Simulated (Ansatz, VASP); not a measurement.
**Two plane-wave programs on GaP**

```
Ga P
1.0
     0.00000    2.75323    2.75323
     2.75323    0.00000    2.75323
     2.75323    2.75323    0.00000
Ga P
1 1
Direct
  0.00000 0.00000 0.00000
  0.75000 0.75000 0.75000
```

Alike in both runs: task single point; functional PBE; k mesh 6 × 6 × 6; occupations gaussian, width 0.05 eV; no spin polarisation.

|  | VASP | Ansatz |
| --- | --- | --- |
| version | VASP 6.6.1 | Ansatz 0.2.0 |
| potentials or method | VASP PAW PBE potentials, release 64 (Ga_d, P), cutoff 500 eV | scalar-relativistic, plane waves, PAW |
| valence electrons in the cell | 18 | 18 |

```tsv
	VASP	Ansatz	Ansatz less VASP
gap on the k mesh at the Fermi level (eV)	1.57	1.58	+0.003
least direct gap on the mesh (eV)	1.57	1.58	+0.003
pressure (GPa)	-0.1	0.0	+0.08
```
